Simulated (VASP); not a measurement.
A run of VASP 6.6.1 is set up as follows.

POSCAR

```
P
1.0
    1.7893062867      1.0330564662      8.6476050088
   -1.7893062867      1.0330564662      8.6476050088
    0.0000000000     -2.0661129326      8.6476050088
P
3
Direct
    0.0000000000      0.0000000000      0.0000000000
    0.2222200000      0.2222200000      0.2222200000
    0.7777800000      0.7777800000      0.7777800000
```

INCAR.step1

```
SYSTEM = P
PREC = Accurate
ENCUT = 520
ISMEAR = 0
SIGMA = 0.1
LREAL = .False.
LASPH = .True.
NELM = 100
NBANDS = 14
GGA = PE
ALGO = Normal
EDIFF = 1E-4
LWAVE = .True.
LCHARG = .False.
```

Contents of INCAR.step2:

```
SYSTEM = P
PREC = Accurate
ENCUT = 520
EDIFF = 1E-7
ISMEAR = 0
SIGMA = 0.1
LREAL = .False.
LASPH = .True.
NELM = 100
ALGO = Normal
ISIF = 2
LWAVE = .False.
LCHARG = .False.
METAGGA = R2SCAN
LMIXTAU = .True.
NBANDS = 14
ISTART = 1
```

Contents of KPOINTS:

```
Automatic mesh
0
Gamma
  6 6 6
  0 0 0
```

Potentials or basis: VASP PAW PBE potentials, release 64 (P).

Run with:

```bash
$ cat potpaw_PBE.64/P/POTCAR > POTCAR
$ cp INCAR.step1 INCAR
$ mpirun -np 1 vasp_std > vasp.out
$ cp INCAR.step2 INCAR
$ mpirun -np 1 vasp_std > vasp.out
```

Question: What does it give for the largest force?

Answer: 0.075 eV/Å.

Question: Predict the pressure.

Answer: -15.4 GPa.

Forces in eV/Å, atoms in the order of the input:
```
P    0.000  0.000  0.000
P    0.000  0.000 -0.075
P    0.000  0.000  0.075
```

Caveat: the PAW data sets were made with another functional, which shifts forces and pressure a little.
